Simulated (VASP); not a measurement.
Input of a VASP 6.6.1 run:

File INCAR:

```
  PREC = Accurate
  ENCUT = 520
  EDIFF = 1E-7
  ISMEAR = -1
  SIGMA = 0.1
  LREAL = F
  LASPH = T
  NELM = 150
  ALGO = Normal
  ISIF = 2
  LWAVE = F
  LCHARG = F
  ISPIN = 2
  MAGMOM = 3.5 1.5 1.5 1.5
  LORBIT = 11
  LMAXMIX = 4
  GGA = RE
  IVDW = 12
  NBANDS = 31
```

KPOINTS

```
regular mesh
0
Gamma
  6 6 6
```

Contents of POSCAR:

```
FeNi3
1.0
    3.4963097840      0.0000000000      0.0000000000
    0.0000000000      3.4963097840      0.0000000000
    0.0000000000      0.0000000000      3.4963097840
Fe Ni
1 3
Direct
    0.0000000000      0.0000000000      0.0000000000
    0.0000000000      0.5000000000      0.5000000000
    0.5000000000      0.0000000000      0.5000000000
    0.5000000000      0.5000000000      0.0000000000
```

Potentials or basis: VASP PAW PBE potentials, release 64 (Fe, Ni).

The run is started by

```console
$ cat potpaw_PBE.64/Fe/POTCAR potpaw_PBE.64/Ni/POTCAR > POTCAR
$ mpirun -np 1 vasp_std > vasp.out
```

(1) Predict the site moments.

(2) Predict the dispersion energy per atom.

Results:

(1) Fe +2.88; Ni +0.66 μB.

(2) -0.861 eV.
